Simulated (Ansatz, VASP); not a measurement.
**Sr2TeO in VASP and in Ansatz**

```xyz
4
Lattice="4.0673 0.0000 0.0000 -2.0337 3.5224 0.0000 0.0000 0.0000 7.5249" Properties=species:S:1:pos:R:3 pbc="T T T"
Sr    0.0000    0.0000    5.3202
Sr    0.0000    0.0000    2.2047
Te    0.0000    2.3483    0.0000
O     2.0337    1.1741    3.7625
```

Alike in both runs: functional PBE; k mesh 6 × 6 × 4; occupations gaussian, width 0.1 eV; no spin polarisation.

Ansatz relaxed the structure, and its values are those at the end. VASP's run is a single point on that final structure, the one shown.

```csv
,VASP,Ansatz
version,VASP 6.6.1,Ansatz 0.2.0
potentials or method,"VASP PAW PBE potentials, release 64 (Sr_sv, Te, O), cutoff 520 eV","scalar-relativistic, plane waves, PAW"
valence electrons in the cell,32,42
```

|  | VASP | Ansatz | Ansatz less VASP |
| --- | --- | --- | --- |
| gap on the k mesh at the Fermi level (eV) | 0.60 | 0.61 | +0.014 |
| least direct gap on the mesh (eV) | 0.60 | 0.61 | +0.014 |
| pressure (GPa) | 0.1 | -0.1 | -0.19 |
| rms of the force components (eV/Å) | 0.005 | 0.004 | -0.0009 |

With one functional, cell and mesh, what is left measures potentials, basis and numerics. VASP's potentials hold 32 valence electrons a cell and Ansatz's 42, so a difference there can come from the potentials and not from the codes.

Spin-orbit coupling is off throughout.
